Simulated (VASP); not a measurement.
Write the native input for VASP 6.6.1 that does the following.

```
Task                   : single point
Functional             : PBE
Potentials or basis    : VASP PAW PBE potentials, release 64 (Ti_sv)
Cutoff                 : 520 eV
k mesh                 : 24 × 24 × 12
Occupations            : gaussian, width 0.15 eV
Spin                   : no spin polarisation
Dipole correction      : no
Further INCAR settings : ALGO = Fast; EDIFF = 1e-07; NBANDS = 19
```

The structure of Ti lies in POSCAR:

```
Ti
1.0
    2.7029660044      0.0000000000      0.0000000000
   -1.3514830022      2.3408372254      0.0000000000
    0.0000000000      0.0000000000      5.5816746605
Ti
2
Direct
    0.3333333333      0.6666666667      0.2500000000
    0.6666666667      0.3333333333      0.7500000000
```

This cell differs from its parent crystal: ratio of the length along z to the lengths across it x 1.3, volume and fractional coordinates fixed.

The input as run:

INCAR

```
  PREC = Accurate
  ENCUT = 520
  EDIFF = 1E-7
  ISMEAR = 0
  SIGMA = 0.15
  LREAL = False
  LASPH = True
  NELM = 80
  ALGO = Fast
  ISIF = 2
  LWAVE = False
  LCHARG = True
  GGA = PE
  LELF = True
  LVHAR = True
  NBANDS = 19
```

KPOINTS

```
regular mesh
0
Gamma
  24 24 12
```

Potentials or basis: VASP PAW PBE potentials, release 64 (Ti_sv).

Launch:

```console
$ cat potpaw_PBE.64/Ti_sv/POTCAR > POTCAR
$ mpirun -np 1 vasp_std > vasp.out
```

It gave:

```
Pressure               : -1.1 GPa
Band gap on the k mesh : zero (bands 12 and 13 overlap by 0.12 eV)
```

It took 18 min on 1 thread of Intel Xeon 8259CL (shared host), peak memory 0.34 GiB.
